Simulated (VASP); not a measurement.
The system is TiO2.

```
Ti O
1.0
     6.15358   -1.88347    0.00000
     6.15358    1.88347    0.00000
    -1.92833    0.00000    6.32897
Ti O
4 8
Direct
  0.90007 0.90007 0.28960
  0.19529 0.19529 0.28376
  0.09993 0.09993 0.71040
  0.80471 0.80471 0.71624
  0.36193 0.36193 0.29340
  0.26349 0.26349 0.65250
  0.86719 0.86719 0.99529
  0.73651 0.73651 0.34750
  0.94165 0.94165 0.63002
  0.13281 0.13281 0.00471
  0.63807 0.63807 0.70660
  0.05835 0.05835 0.36998
```

Base run:

```yaml
Program: VASP 6.6.1
Functional: PBEsol
Potentials_or_basis: VASP PAW PBE potentials, release 64 (Ti_sv, O)
Cutoff: 520 eV
k_mesh: 8 × 8 × 4
Occupations: fermi-dirac, width 0.05 eV
Spin: no spin polarisation
```

Its results: band gap on the k mesh 2.70 eV (least direct gap 2.87 eV); pressure -6.1 GPa; largest force 0.125 eV/Å.

**Question.** The run is repeated on the same cell with these changes: functional from PBEsol to SVWN5. What comes out?

**Answer.** Band gap on the k mesh 2.64 eV (least direct gap 2.82 eV); pressure -11.1 GPa; largest force 0.219 eV/Å.

SVWN5 binds more tightly than PBEsol, so the same cell stands under less pressure.

Caveats: the cell stands under tension; the PAW data sets were made with another functional, which shifts forces and pressure a little.

A k mesh can miss the band edges.
